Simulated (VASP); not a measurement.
A run of VASP 6.6.1:

File INCAR:

```
SYSTEM = PbS
PREC = Accurate
ENCUT = 520
EDIFF = 1E-7
ISMEAR = -1
SIGMA = 0.01
LREAL = .False.
LASPH = .True.
NELM = 80
ALGO = Normal
ISIF = 2
LWAVE = .False.
LCHARG = .True.
LELF = .True.
LVHAR = .True.
NBANDS = 17
```

KPOINTS

```
Automatic mesh
0
Gamma
  8 8 8
  0 0 0
```

File POSCAR:

```
PbS
1.0
    0.0000000000      2.9650000000      2.9946500000
    2.9650000000      0.0000000000      2.9946500000
    2.9650000000      2.9650000000      0.0000000000
Pb S
1 1
Direct
    0.0000000000      0.0000000000      0.0000000000
    0.5000000000      0.5000000000      0.5000000000
```

Potentials or basis: VASP PAW LDA potentials, release 64 (Pb_d, S).

Run with:

```sh
$ cat potpaw_LDA.64/Pb_d/POTCAR potpaw_LDA.64/S/POTCAR > POTCAR
$ mpirun -np 1 vasp_std > vasp.out
```

Hardware: 1 thread of Intel Xeon 8259CL (shared host).

Problem. Estimate the wall time of this run.

Solution. It took 52 s on 1 thread of Intel Xeon 8259CL, on a shared host, peak memory 0.19 GiB. Counts: scf iterations 12, k points 59.
